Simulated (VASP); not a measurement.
# AlMo3C (Pm-3m) in VASP: further runs, part 2 of 2

VASP 6.6.1. Earlier steps stand in the parts before.

## Step 4: Single point, PBE

INCAR reads:

```
  PREC = Accurate
  ENCUT = 520
  EDIFF = 1E-7
  ISMEAR = 0
  SIGMA = 0.1
  LREAL = F
  LASPH = T
  NELM = 100
  ALGO = Normal
  ISIF = 2
  LWAVE = F
  LCHARG = F
  GGA = PE
  NBANDS = 32
```

KPOINTS reads:

```
Automatic mesh
0
Gamma
  10 10 10
```

POSCAR reads:

```
AlMo3C
1.0
    4.1440251570      0.0000000000      0.0000000000
    0.0000000000      4.1440251570      0.0000000000
    0.0000000000      0.0000000000      4.1440251570
Al Mo C
1 3 1
Direct
    0.0000000000      0.0000000000      0.0000000000
    0.0000000000      0.5000000000      0.5000000000
    0.5000000000      0.0000000000      0.5000000000
    0.5000000000      0.5000000000      0.0000000000
    0.5000000000      0.5000000000      0.5000000000
```

On the command line:

```sh
> cat potpaw_PBE.64/Al/POTCAR potpaw_PBE.64/Mo_sv/POTCAR potpaw_PBE.64/C/POTCAR > POTCAR
> mpirun -np 1 vasp_std > vasp.out
```

It took 39 s on 1 thread of Intel Xeon 6975P-C (Granite Rapids), shared host; peak memory 0.24 GiB.

It converged, with:

```yaml
Free_energy: -45.6838 eV
Pressure: 0.3 GPa
Band_gap_on_the_k_mesh: zero (an odd number of electrons rules out a gap without spin polarisation)
```

Levels at points of the mesh, in eV from the Fermi level:
```tsv
k point	band 22	band 23	band 24	band 25	band 26	band 27
(0.00, 0.00, 0.00)	-1.98	0.23	0.23	0.23	1.24	1.24
(0.50, 0.00, 0.00)	-1.82	-0.69	-0.60	0.35	0.35	0.80
(0.50, 0.50, 0.00)	-1.30	-1.10	-1.10	0.04	0.17	0.98
(0.50, 0.50, 0.50)	-1.32	-1.32	-1.20	-1.20	-1.20	0.99
```

## Step 5: Relaxation of cell and atoms, PBE

This run uses another cell than the first one, of 19.64 Å³/atom.

INCAR reads:

```
SYSTEM = AlMo3C
PREC = Accurate
ENCUT = 600
EDIFF = 1E-6
ISMEAR = 0
SIGMA = 0.1
LREAL = .False.
LASPH = .True.
NELM = 80
ALGO = Normal
ISIF = 3
LWAVE = .False.
LCHARG = .False.
GGA = PE
IBRION = 2
NSW = 90
EDIFFG = -0.04
```

KPOINTS reads:

```
Automatic mesh
0
Gamma
  4 4 4
  0 0 0
```

POSCAR: that of step 4 with these lines changed.

```diff
@@ -2,5 +2,5 @@
 1.0
-    4.1440251570      0.0000000000      0.0000000000
-    0.0000000000      4.1440251570      0.0000000000
-    0.0000000000      0.0000000000      4.1440251570
+    4.6133172700      0.0000000000      0.0000000000
+    0.0000000000      4.6133172700      0.0000000000
+    0.0000000000      0.0000000000      4.6133172700
 Al Mo C
```

Potentials or basis: VASP PAW PBE potentials, release 64 (Al, Mo_sv, C).

On the command line:

```sh
> cat potpaw_PBE.64/Al/POTCAR potpaw_PBE.64/Mo_sv/POTCAR potpaw_PBE.64/C/POTCAR > POTCAR
> mpirun -np 1 vasp_std > vasp.out
```

OUTCAR:

```text
SYSTEM = AlMo3C
   PREC = Accurate
   ENCUT = 600
   EDIFF = 1E-6
   ISMEAR = 0
   LREAL = .False.
   LASPH = .True.
   NELM = 80
   ISIF = 3
   GGA = PE
   IBRION = 2
   NSW = 90
   EDIFFG = -0.04

 ion  position               nearest neighbor table
   1  0.000  0.000  0.000-   2 3.26   3 3.26   4 3.26   2 3.26   3 3.26   2 3.26   4 3.26   2 3.26
                             3 3.26   4 3.26   3 3.26   4 3.26
   2  0.000  0.500  0.500-   5 2.31   5 2.31   4 3.26   1 3.26   1 3.26   4 3.26   1 3.26   3 3.26
                             1 3.26   3 3.26   4 3.26   3 3.26   4 3.26   3 3.26
   3  0.500  0.000  0.500-   5 2.31   5 2.31   4 3.26   1 3.26   1 3.26   4 3.26   2 3.26   4 3.26
                             2 3.26   4 3.26   1 3.26   2 3.26   1 3.26   2 3.26
   4  0.500  0.500  0.000-   5 2.31   5 2.31   3 3.26   1 3.26   2 3.26   3 3.26   2 3.26   1 3.26
                             3 3.26   3 3.26   1 3.26   2 3.26   2 3.26   1 3.26
   5  0.500  0.500  0.500-   2 2.31   3 2.31   4 2.31   4 2.31   3 2.31   2 2.31

  LATTYP: Found a simple cubic cell.
 ALAT       =     4.6133172700

  Lattice vectors:

 A1 = (   4.6133172700,   0.0000000000,   0.0000000000)
 A2 = (   0.0000000000,   4.6133172700,   0.0000000000)
 A3 = (   0.0000000000,   0.0000000000,   4.6133172700)

Analysis of symmetry for initial positions (statically):
=====================================================================
 Subroutine PRICEL returns:
 Original cell was already a primitive cell.

 Routine SETGRP: Setting up the symmetry group for a
 simple cubic supercell.

 Subroutine GETGRP returns: Found 48 space group operations
 (whereof 48 operations were pure point group operations)
 out of a pool of 48 trial point group operations.

[... 146 lines left out ...]

 number of electron      48.9999992 magnetization

 Free energy of the ion-electron system (eV)
  ---------------------------------------------------
  ext. energy  EPLUGINS =         0.00000000
  ---------------------------------------------------
  free energy    TOTEN  =       -41.53592323 eV

  energy without entropy =      -41.51218805  energy(sigma->0) =      -41.52405564

 E-fermi :   6.6892     XC(G=0): -10.8768

 val. band max:        6.6214620601   @ k =   0.2500   0.0000   0.0000
 cond. band min:       6.7234658131   @ k =   0.5000   0.5000   0.0000
 fundamental gap:      0.1020037531
 Fermi energy:         6.6891802424

 k-point     1 :       0.0000    0.0000    0.0000
  band No.  band energies     occupation
      1     -54.5623      2.00000
      2     -54.5260      2.00000
      3     -54.5260      2.00000
      4     -28.6649      2.00000
      5     -28.6649      2.00000
      6     -28.6649      2.00000
[... 464 lines left out ...]
--------------------------------------- Ionic step        5  -------------------------------------------

 number of electron      48.9999997 magnetization

 Free energy of the ion-electron system (eV)
  ---------------------------------------------------
  ext. energy  EPLUGINS =         0.00000000
  ---------------------------------------------------
  free energy    TOTEN  =       -45.67392539 eV

  energy without entropy =      -45.66718344  energy(sigma->0) =      -45.67055442

 E-fermi :  10.5494     XC(G=0): -12.4298

 val. band max:       10.4315359862   @ k =   0.2500   0.0000   0.0000
 cond. band min:      10.6487798354   @ k =   0.5000   0.5000   0.0000
 fundamental gap:      0.2172438492
 Fermi energy:        10.5494315772

 k-point     1 :       0.0000    0.0000    0.0000
  band No.  band energies     occupation
      1     -50.4705      2.00000
      2     -50.3141      2.00000
      3     -50.3141      2.00000
      4     -24.8870      2.00000
      5     -24.8870      2.00000
      6     -24.8870      2.00000
[... 341 lines left out ...]
  FREE ENERGIE OF THE ION-ELECTRON SYSTEM (eV)
  ---------------------------------------------------
  free  energy   TOTEN  =       -45.6739253926 eV

  energy  without entropy=      -45.6671834420  energy(sigma->0) =      -45.67055442

 reached required accuracy - stopping structural energy minimisation
```

Run time: 93 s. Hardware: 1 thread of Intel Xeon 6975P-C (Granite Rapids), shared host; peak memory 0.27 GiB.

Results:

```
Free energy                           : -45.6739 eV
Relaxed volume                        : 14.25 Å³/atom
Relaxed cell                          : a = 4.146 Å, b = 4.146 Å, c = 4.146 Å, α = 90.00°, β = 90.00°, γ = 90.00°
Space group after relaxing (to 0.1 Å) : Pm-3m (No. 221)
Pressure after relaxing               : 0.1 GPa
Band gap on the k mesh                : zero (an odd number of electrons rules out a gap without spin polarisation)
```

Final structure:
```
Al Mo C
1.0
     4.14564    0.00000    0.00000
     0.00000    4.14564    0.00000
     0.00000    0.00000    4.14564
Al Mo C
1 3 1
Cartesian
  0.0000 0.0000 0.0000
  0.0000 2.0728 2.0728
  2.0728 0.0000 2.0728
  2.0728 2.0728 0.0000
  2.0728 2.0728 2.0728
```

Caveat: the volume moved by over 15 % at a fixed basis, so the end points are rough.

## Step 6: Single point, PBE

This run uses another cell than the first one: it holds 10 atoms, not 5.

INCAR reads:

```
SYSTEM = AlMo3C
ALGO     = Normal         ! electronic algorithm
EDIFF    = 1E-7           ! SCF threshold, eV
ENCUT    = 520            ! plane-wave cutoff, eV
GGA      = PE             ! functional
ISIF     = 2              ! what is computed and relaxed
ISMEAR   = 0              ! smearing method
LASPH    = .True.         ! aspherical terms in the spheres
LCHARG   = .False.        ! write CHGCAR
LREAL    = .False.        ! projectors in reciprocal space
LWAVE    = .False.        ! write WAVECAR
NBANDS   = 60             ! bands
NELM     = 80             ! most SCF steps
PREC     = Accurate       ! precision mode
SIGMA    = 0.2            ! smearing width, eV
```

KPOINTS reads:

```
k-points
0
Gamma
  6 6 4
  0 0 0
```

POSCAR reads:

```
AlMo3C
1.0
    4.1440251570      0.0000000000      0.0000000000
    0.0000000000      4.1440251570      0.0000000000
    0.0000000000      0.0000000000      8.2880503140
Al Mo C
2 6 2
Direct
    0.0000000000      0.0000000000      0.5000000000
    0.0000000000      0.0000000000      0.0000000000
    0.0000000000      0.5000000000      0.2500000000
    0.0000000000      0.5000000000      0.7500000000
    0.5000000000      0.0000000000      0.2500000000
    0.5000000000      0.0000000000      0.7500000000
    0.5000000000      0.5000000000      0.0000000000
    0.5000000000      0.5000000000      0.5000000000
    0.5000000000      0.5000000000      0.2500000000
    0.5000000000      0.5000000000      0.7500000000
```

Potentials or basis: VASP PAW PBE potentials, release 64 (Al, Mo_sv, C).

On the command line:

```sh
> cat potpaw_PBE.64/Al/POTCAR potpaw_PBE.64/Mo_sv/POTCAR potpaw_PBE.64/C/POTCAR > POTCAR
> mpirun -np 1 vasp_std > vasp.out
```

Wall time 2.1 min (1 thread of Intel Xeon 6975P-C (Granite Rapids), shared host); peak memory 0.35 GiB.

The run converged. Its results:

```
Free energy            : -91.4156 eV
Pressure               : 0.4 GPa
Band gap on the k mesh : zero (bands 49 and 50 overlap by 1.45 eV)
```

Levels at points of the mesh, in eV from the Fermi level:
```tsv
k point	band 46	band 47	band 48	band 49	band 50	band 51
(0.00, 0.00, 0.00)	-0.59	0.24	0.24	0.24	0.36	0.36
(0.50, 0.00, 0.00)	-1.08	-0.68	-0.59	0.05	0.18	0.36
(0.50, 0.50, 0.00)	-1.19	-1.19	-1.18	-1.10	-1.10	0.05
(0.00, 0.00, 0.50)	-0.19	-0.16	-0.16	0.21	0.21	0.21
(0.50, 0.00, 0.50)	-1.11	-0.83	-0.83	0.18	0.18	0.96
(0.50, 0.50, 0.50)	-0.74	-0.73	-0.73	-0.69	-0.69	-0.69
```

## Step 7: Overview

```csv
task,cell,k mesh,cutoff (eV),smearing,gap on the mesh (eV),pressure (GPa)
single point,"a = 4.145 Å, 5 atoms, atomic positions A",4 × 4 × 4,520,gaussian 0.1 eV,none,0.3
single point,"a = 4.613 Å, 5 atoms, atomic positions A",4 × 4 × 4,520,gaussian 0.1 eV,none,-36.6
single point,"a = 4.144 Å, 5 atoms, atomic positions A",10 × 10 × 10,520,gaussian 0.1 eV,none,0.3
relaxation of cell and atoms,"relaxed from a = 4.613 Å, 5 atoms, atomic positions A",4 × 4 × 4,600,gaussian 0.1 eV,none,0.1
single point,"a = 4.144, b = 4.144, c = 8.288 Å, 10 atoms, atomic positions B",6 × 6 × 4,520,gaussian 0.2 eV,none,0.4
```

Alike in all rows: level PBE; potentials or basis VASP PAW PBE potentials, release 64 (Al, Mo_sv, C); no spin polarisation.

Caveats: some runs use coarse meshes; the cell stands under tension (at least some runs); the volume moved by over 15 % at a fixed basis, so the end points are rough (at least some runs).

Total energies depend on the potentials used, so only differences within one code and one set of settings carry meaning.
